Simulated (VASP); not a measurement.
# Mg8HO8 (a cell with a defect) in VASP: notebook

Mg8HO8 (a cell with a defect) is run at these levels: PBE; tasks: single point.

Everything below comes from runs of VASP 6.6.1. Logs are shortened: lines on timing, memory, paths and dates and some standing lists are left out, and cuts for length are marked.

## Step 1: The cell of the first run

The cell holds a defect, 17 atoms: a = 5.589 Å, b = 5.589 Å, c = 5.589 Å, α = 60.00°, β = 60.00°, γ = 60.00°.

## Step 2: Single point, PBE, collinear spin

The input, INCAR:

```
PREC = Accurate ; ENCUT = 520
EDIFF = 1E-6 ; ISMEAR = -1
SIGMA = 0.05 ; LREAL = Auto
LASPH = True ; NELM = 150
ALGO = Normal ; ISIF = 2
LWAVE = False ; LCHARG = True
ISPIN = 2 ; MAGMOM = 0 0 0 0 0 0 0 0 0.08 0 0.08 0.08 0 0 0.08 0 0.32
LORBIT = 11 ; GGA = PE
LELF = True ; LVHAR = True
NBANDS = 50
```

The input, KPOINTS:

```
Automatic mesh
0
Gamma
  2 2 2
```

The input, POSCAR:

```
Mg8HO8
1.0
    0.0000000000      3.9520000000      3.9520000000
    3.9520000000      0.0000000000      3.9520000000
    3.9520000000      3.9520000000      0.0000000000
Mg O H
8 8 1
Direct
    0.0271634615      0.0216978745     -0.0070470648
    0.0245571862      0.0254934211      0.5001644737
   -0.0093370445      0.5153593117      0.0262398785
   -0.0169660931      0.5112727733      0.5374620445
    0.5041877530      0.0138284413     -0.0139802632
    0.5030996964      0.0252656883      0.4884488866
    0.4770116397      0.5483426113     -0.0225835020
    0.5277201417      0.4985956478      0.5169913968
    0.2558451417      0.2903846154      0.2514170040
    0.2507717611      0.2763537449      0.7486715587
    0.2969509109      0.7417636640      0.2532009109
    0.2875126518      0.7642079960      0.7087171053
    0.7649924089      0.2789094130      0.2137525304
    0.7569711538      0.2518598178      0.7708375506
    0.7562879555      0.7640561741      0.2599569838
    0.7655490891      0.8010501012      0.7026695344
    0.1593496964      0.6511260121      0.1383223684
```

Potentials or basis: VASP PAW PBE potentials, release 64 (Mg, O, H).

On the command line:

```sh
$ cat potpaw_PBE.64/Mg/POTCAR potpaw_PBE.64/O/POTCAR potpaw_PBE.64/H/POTCAR > POTCAR
$ mpirun -np 1 vasp_std > vasp.out
```

OUTCAR:

```text
PREC = Accurate
   ENCUT = 520
   EDIFF = 1E-6
   ISMEAR = -1
   LREAL = Auto
   LASPH = True
   NELM = 150
   ISIF = 2
   ISPIN = 2
   LORBIT = 11
   GGA = PE

 ion  position               nearest neighbor table
   1  0.027  0.022  0.993-  17 1.70  10 1.89  13 1.90  14 1.95  15 2.09  11 2.10  12 2.14   7 2.59
                             5 2.63   4 2.65   6 2.74   2 2.75   3 2.76   2 2.84   3 2.85   6 2.85
   2  0.025  0.025  0.500-  12 1.88  16 1.93   9 1.96  14 1.97  11 2.10  13 2.16   6 2.64   3 2.70
                             4 2.71   8 2.71   1 2.75   5 2.79   5 2.82   1 2.84   8 2.88   4 2.89
   3  0.991  0.515  0.026-  13 1.84  15 1.91  17 1.91   9 1.94  10 2.04  12 2.18  16 2.19   8 2.67
                             7 2.68   2 2.70   1 2.76   5 2.76   4 2.76   4 2.82   5 2.84   1 2.85
   4  0.983  0.511  0.537-  16 1.83  17 1.84  10 1.90  14 1.92  15 2.00   9 2.01  11 2.17   8 2.64
                             1 2.65   7 2.66   2 2.71   3 2.76   6 2.79   6 2.82   3 2.82   2 2.89
   5  0.504  0.014  0.986-  11 1.91  10 1.94  14 1.95  16 1.97  15 2.08   9 2.15   1 2.63   8 2.67
                             7 2.71   6 2.75   3 2.76   2 2.79   2 2.82   6 2.84   3 2.84   7 2.89
   6  0.503  0.025  0.488-  16 1.89  12 1.89   9 1.92  15 1.94  10 2.02  13 2.04   2 2.64   7 2.70
                             1 2.74   5 2.75   4 2.79   8 2.80   8 2.80   4 2.82   5 2.84   1 2.85
   7  0.477  0.548  0.977-  17 1.48  12 1.83  11 1.89   9 1.91  14 2.01  13 2.08  16 2.14   8 2.59
                             1 2.59   4 2.66   3 2.68   6 2.70   5 2.71   5 2.89   6 2.89   3 2.92
   8  0.528  0.499  0.517-  12 1.82  14 1.91  15 1.96  11 1.96  10 1.98  13 2.08   7 2.59   4 2.64
                             3 2.67   5 2.67   2 2.71   6 2.80   6 2.80   2 2.88   3 2.93   5 2.93
   9  0.256  0.290  0.251-   7 1.91   6 1.92   3 1.94   2 1.96   4 2.01   5 2.15
  10  0.251  0.276  0.749-   1 1.89   4 1.90   5 1.94   8 1.98   6 2.02   3 2.04
  11  0.297  0.742  0.253-   7 1.89   5 1.91   8 1.96   1 2.10   2 2.10   4 2.17
  12  0.288  0.764  0.709-   8 1.82   7 1.83   2 1.88   6 1.89   1 2.14   3 2.18
  13  0.765  0.279  0.214-   3 1.84   1 1.90   6 2.04   7 2.08   8 2.08   2 2.16
  14  0.757  0.252  0.771-   8 1.91   4 1.92   5 1.95   1 1.95   2 1.97   7 2.01
  15  0.756  0.764  0.260-   3 1.91   6 1.94   8 1.96   4 2.00   5 2.08   1 2.09
  16  0.766  0.801  0.703-   4 1.83   6 1.89   2 1.93   5 1.97   7 2.14   3 2.19
  17  0.159  0.651  0.138-   7 1.48   1 1.70   4 1.84   3 1.91

  LATTYP: Found a face centered cubic cell.
 ALAT       =     7.9040000000

  Lattice vectors:

 A1 = (   0.0000000000,   3.9520000000,   3.9520000000)
 A2 = (   3.9520000000,   0.0000000000,   3.9520000000)
 A3 = (   3.9520000000,   3.9520000000,   0.0000000000)

Analysis of symmetry for initial positions (statically):
=====================================================================
 Subroutine PRICEL returns:
 Original cell was already a primitive cell.

 Routine SETGRP: Setting up the symmetry group for a
 face centered cubic supercell.

 Subroutine GETGRP returns: Found  1 space group operations
 (whereof  1 operations were pure point group operations)
 out of a pool of 48 trial point group operations.

[... 197 lines left out ...]

 k-point     1 :       0.0000    0.0000    0.0000
  band No.  band energies     occupation
      1     -13.6802      1.00000
      2     -12.0133      1.00000
      3     -11.8820      1.00000
      4     -11.8618      1.00000
      5     -11.6865      1.00000
      6     -11.4000      1.00000
[... 365 lines left out ...]
     43      17.1484      0.00000
     44      17.7553      0.00000
 Fermi energy:         9.2788166906

 spin component 2

 k-point     1 :       0.0000    0.0000    0.0000
  band No.  band energies     occupation
      1     -13.6059      1.00000
      2     -11.9646      1.00000
      3     -11.8498      1.00000
      4     -11.7709      1.00000
      5     -11.6335      1.00000
      6     -11.2793      1.00000
[... 365 lines left out ...]
     43      17.1815      0.00000
     44      17.8128      0.00000
 [bands above 44 left out]

------------------------ aborting loop because EDIFF is reached ----------------------------------------

  FORCE on cell =-STRESS in cart. coord.  units (eV):
  Direction    XX          YY          ZZ          XY          YZ          ZX
  --------------------------------------------------------------------------------------
  -------------------------------------------------------------------------------------
  Total       52.7817964     51.6220936     51.8357042     -1.0781506      1.8141010     -0.6514943
  in kB      685.0368685    669.9854828    672.7578620    -13.9929470     23.5445963     -8.4555216
  external PRESSURE =     675.9267378 kB  Pullay stress =       0.0000000 kB

 VOLUME and BASIS-vectors are now :
 -----------------------------------------------------------------------------
  energy-cutoff  :      520.00
  volume of cell :      123.45
      direct lattice vectors                 reciprocal lattice vectors
     0.000000000  3.952000000  3.952000000    -0.126518219  0.126518219  0.126518219
     3.952000000  0.000000000  3.952000000     0.126518219 -0.126518219  0.126518219
     3.952000000  3.952000000  0.000000000     0.126518219  0.126518219 -0.126518219

 POSITION                                       TOTAL-FORCE (eV/Angst)
 -----------------------------------------------------------------------------------
      4.00990      4.03150      0.19310         0.408359     -0.382116     -1.955514
      2.07740      2.07370      0.19780        -1.375768     -1.327873     -0.786758
      2.14040      4.01880      5.95180        -0.798913     -1.250198      2.003346
      4.14460      6.00900      5.90550        -1.324405     -0.441262      2.105205
      3.95140      5.88930      2.04720         0.827963      1.752452      0.681678
      2.03020      3.91860      2.08810        -0.301613     -0.399496      2.125920
[... 9 lines left out ...]
      5.94270      5.80240      6.19120         1.887393      1.877803     -1.426966
      3.11990      1.17640      3.20300         1.688193     -1.929814     -1.691568
 -----------------------------------------------------------------------------------
    total drift:                                0.002041      0.003097     -0.002445

  FREE ENERGIE OF THE ION-ELECTRON SYSTEM (eV)
  ---------------------------------------------------
  free  energy   TOTEN  =       -86.3789079525 eV

  energy  without entropy=      -86.3678593823  energy(sigma->0) =      -86.37338367

 total charge

# of ion       s       p       d       tot
------------------------------------------
    1        0.188   0.262   0.135   0.586
    2        0.184   0.252   0.127   0.563
    3        0.185   0.255   0.132   0.571
    4        0.191   0.272   0.143   0.606
    5        0.183   0.250   0.125   0.558
    6        0.190   0.272   0.142   0.604
[... 9 lines left out ...]
   16        1.553   3.687   0.000   5.240
   17        0.619   0.035   0.000   0.654
--------------------------------------------------
tot         14.602  31.585   1.116  47.304

 magnetization (x)

# of ion       s       p       d       tot
------------------------------------------
    1        0.002   0.005   0.006   0.013
    2        0.000   0.001   0.001   0.002
    3       -0.001   0.000   0.002   0.002
    4       -0.001  -0.001   0.001  -0.000
    5        0.000   0.001   0.001   0.002
    6        0.000   0.001   0.001   0.003
[... 9 lines left out ...]
   16       -0.000  -0.001   0.000  -0.001
   17        0.231   0.004   0.000   0.234
--------------------------------------------------
tot          0.264   0.289   0.027   0.580
```

OSZICAR:

```text
N       E                     dE             d eps       ncg     rms          rms(c)
DAV:   1     0.326260450636E+03    0.32626E+03   -0.33091E+04  1648   0.121E+03
DAV:   2    -0.805760527232E+02   -0.40684E+03   -0.39340E+03  1976   0.280E+02
DAV:   3    -0.999316008771E+02   -0.19356E+02   -0.19252E+02  1984   0.605E+01
DAV:   4    -0.100041778461E+03   -0.11018E+00   -0.11010E+00  1848   0.511E+00
DAV:   5    -0.100042285669E+03   -0.50721E-03   -0.50713E-03  1870   0.344E-01    0.216E+01
DAV:   6    -0.866238642958E+02    0.13418E+02   -0.39321E+01  1778   0.295E+01    0.585E+00
DAV:   7    -0.864429313734E+02    0.18093E+00   -0.11668E+00  1888   0.499E+00    0.392E+00
DAV:   8    -0.863776843644E+02    0.65247E-01   -0.32490E-01  1844   0.338E+00    0.654E-01
DAV:   9    -0.863780835260E+02   -0.39916E-03   -0.35217E-02  1870   0.930E-01    0.260E-01
DAV:  10    -0.863785418979E+02   -0.45837E-03   -0.46132E-03  1834   0.358E-01    0.149E-01
DAV:  11    -0.863788208534E+02   -0.27896E-03   -0.59262E-04  1856   0.156E-01    0.604E-02
DAV:  12    -0.863788926685E+02   -0.71815E-04   -0.12608E-04  1940   0.799E-02    0.326E-02
DAV:  13    -0.863789065098E+02   -0.13841E-04   -0.27452E-05  1910   0.297E-02    0.120E-02
DAV:  14    -0.863789075671E+02   -0.10573E-05   -0.48131E-06  1862   0.126E-02    0.537E-03
DAV:  15    -0.863789079525E+02   -0.38537E-06   -0.12049E-06  1124   0.631E-03
   1 F= -.86378908E+02 E0= -.86373384E+02  d E =-.110486E-01  mag=     0.7500
```

Run time: 8.9 min. Hardware: 1 thread of Intel Xeon 8259CL, shared host; peak memory 0.34 GiB.

Results:

| Property | Result |
| --- | --- |
| Free energy | -86.3789 eV |
| Pressure | 67.6 GPa |
| Largest force | 5.790 eV/Å |
| Net moment | 0.75 μB per cell |
| Site moments | Mg +0.01, +0.00, -0.00, +0.02 (each value once); O +0.06, -0.00, +0.12, +0.05, +0.07 (each value once); H +0.23 μB |
| Valence electrons inside the program's atomic spheres | Mg 0.59, 0.56, 0.57, 0.61, 0.60, 0.67 (each value once); O 5.23, 5.25, 5.20, 5.28, 5.21, 5.22, 5.24 (each value once); H 0.65 |

Forces on the atoms (eV/Å):
```
Mg   0.408 -0.382 -1.956
Mg  -1.376 -1.328 -0.787
Mg  -0.799 -1.250  2.003
Mg  -1.324 -0.441  2.105
Mg   0.828  1.752  0.682
Mg  -0.302 -0.399  2.126
Mg  -2.576  4.776  2.021
Mg  -2.120 -2.163 -0.361
O   -2.019  0.480 -2.627
O   -0.229  1.036  0.325
O    2.544 -0.668  1.044
O    2.472 -0.976 -0.790
O    1.452  1.398 -1.072
O   -0.494 -0.576  0.427
O   -0.041 -1.206 -0.023
O    1.887  1.878 -1.427
H    1.688 -1.930 -1.692
```

Stress tensor (GPa, compression positive):
```
68.50 -1.40 -0.85
-1.40 67.00  2.35
-0.85  2.35 67.28
```

Caveat: the k points lie up to 0.69 Å⁻¹ apart; a moment this small can come from the mesh or the smearing.

## Step 3: Single point, PBE, collinear spin

The input, INCAR:

```
SYSTEM = Mg8HO8
PREC = Accurate
ENCUT = 520
EDIFF = 1E-6
ISMEAR = -1
SIGMA = 0.05
LREAL = Auto
LASPH = .TRUE.
NELM = 150
ALGO = Normal
ISIF = 2
LWAVE = .FALSE.
LCHARG = .FALSE.
ISPIN = 2
MAGMOM = 0 0 0 0 0 0 0 0 0.08 0 0.08 0.08 0 0 0.08 0 0.32
LORBIT = 11
GGA = PE
NBANDS = 50
```

The input, KPOINTS:

```
regular mesh
0
G
  2 2 2
  0 0 0
```

The input, POSCAR:

```
Mg8HO8
1.0
    0.0000000000      3.9520000000      3.9520000000
    3.9520000000      0.0000000000      3.9520000000
    3.9520000000      3.9520000000      0.0000000000
Mg O H
8 8 1
Direct
    0.0078567814      0.0725581984     -0.0287069838
    0.0137398785      0.0238107287      0.4833248988
    0.0163588057      0.5305794534     -0.0261007085
    0.0356022267      0.5430668016      0.4846912955
    0.5153846154      0.0328441296      0.0256072874
    0.5126138664     -0.0003922065      0.5149164980
    0.5191042510      0.5311234818      0.0025556680
    0.5413081984      0.4928264170      0.4787575911
    0.2749240891      0.2512904858      0.2648785425
    0.2883856275      0.2947368421      0.7513663968
    0.2716346154      0.7928137652      0.2493421053
    0.2449519231      0.7783021255      0.7533274291
    0.7816548583      0.2413967611      0.2618168016
    0.7877530364      0.2841346154      0.7330971660
    0.7186993927      0.7763157895      0.2785172065
    0.7414347166      0.7560349190      0.7847545547
    0.1524038462      0.6758350202      0.1143471660
```

Potentials or basis: VASP PAW PBE potentials, release 64 (Mg, O, H).

On the command line:

```sh
$ cat potpaw_PBE.64/Mg/POTCAR potpaw_PBE.64/O/POTCAR potpaw_PBE.64/H/POTCAR > POTCAR
$ mpirun -np 1 vasp_std > vasp.out
```

It took 8.9 min on 1 thread of Intel Xeon 8259CL, shared host; peak memory 0.34 GiB.

The run converged. Its results:

| Quantity | Value |
| --- | --- |
| Free energy | -86.3200 eV |
| Pressure | 69.8 GPa |
| Largest force | 3.986 eV/Å |
| Net moment | 0.75 μB per cell |
| Site moments | Mg +0.00, +0.01 (each value once); O +0.06, -0.00, +0.10 (each value once); H +0.23 μB |
| Valence electrons inside the program's atomic spheres | Mg 0.60, 0.63, 0.55, 0.64 (each value once); O 5.23, 5.26, 5.24, 5.20, 5.28 (each value once); H 0.62 |

Forces on the atoms (eV/Å):
```
Mg  -2.181  2.331 -1.177
Mg   2.000  2.835 -0.019
Mg   2.966  2.494 -0.001
Mg  -0.334 -0.784 -2.077
Mg  -2.378 -1.721  0.838
Mg   1.511  0.121  0.219
Mg  -1.096 -0.578 -2.607
Mg   2.789  0.604  1.336
O    2.024 -0.633  1.001
O   -2.213 -0.925 -2.806
O   -0.758  0.572 -0.370
O   -0.542 -0.258  1.471
O    0.440 -2.808  0.347
O    0.434 -1.110 -1.095
O   -2.277  2.078  2.052
O   -0.465 -1.085  3.808
H    0.081 -1.133 -0.920
```

Stress tensor (GPa, compression positive):
```
71.26 -0.16 -0.96
-0.16 68.98  0.30
-0.96  0.30 69.29
```

Levels at points of the mesh, in eV from the Fermi level:
Spin up:
```
           k point  band 29  band 30  band 31  band 32  band 33  band 34  band 35  band 36  band 37  band 38
(0.00, 0.00, 0.00)    -4.83    -4.22    -4.16    -3.97    -1.68     2.67     4.44     4.69     4.79     4.88
(0.50, 0.00, 0.00)    -4.73    -4.56    -4.54    -4.46    -0.49     4.45     4.89     5.81     6.29     6.37
(0.00, 0.50, 0.00)    -4.78    -4.65    -4.50    -4.34    -0.60     4.41     5.01     5.94     6.25     6.29
(0.00, 0.00, 0.50)    -4.76    -4.68    -4.50    -4.33    -0.35     4.46     4.88     5.90     6.27     6.39
(0.50, 0.50, 0.50)    -5.01    -4.90    -4.34    -4.17    -0.27     4.31     5.22     5.96     6.09     6.35
(0.50, 0.50, 0.00)    -5.01    -4.84    -4.72    -4.52    -0.05     5.62     5.69     6.19     6.70     6.86
(0.00, 0.50, 0.50)    -5.10    -4.81    -4.73    -4.58    -0.06     5.36     5.81     6.39     6.71     6.89
(0.50, 0.00, 0.50)    -4.99    -4.98    -4.72    -4.48     0.00     5.38     5.88     6.40     6.55     6.79
```
Spin down:
| k point | band 29 | band 30 | band 31 | band 32 | band 33 | band 34 | band 35 | band 36 |
| --- | --- | --- | --- | --- | --- | --- | --- | --- |
| (0.00, 0.00, 0.00) | -4.77 | -4.13 | -4.04 | -3.87 | -0.46 | 2.73 | 4.45 | 4.71 |
| (0.50, 0.00, 0.00) | -4.68 | -4.46 | -4.44 | -4.35 | 0.68 | 4.48 | 4.94 | 5.85 |
| (0.00, 0.50, 0.00) | -4.75 | -4.60 | -4.37 | -4.18 | 0.58 | 4.43 | 5.07 | 5.95 |
| (0.00, 0.00, 0.50) | -4.71 | -4.57 | -4.42 | -4.23 | 0.84 | 4.48 | 4.92 | 5.95 |
| (0.50, 0.50, 0.50) | -4.94 | -4.86 | -4.22 | -4.06 | 0.92 | 4.33 | 5.27 | 5.98 |
| (0.50, 0.50, 0.00) | -4.94 | -4.75 | -4.59 | -4.43 | 1.15 | 5.65 | 5.72 | 6.22 |
| (0.00, 0.50, 0.50) | -5.05 | -4.63 | -4.57 | -4.54 | 1.15 | 5.40 | 5.85 | 6.43 |
| (0.50, 0.00, 0.50) | -4.93 | -4.91 | -4.69 | -4.32 | 1.20 | 5.41 | 5.92 | 6.43 |

Caveat: the k points lie up to 0.69 Å⁻¹ apart; a moment this small can come from the mesh or the smearing.
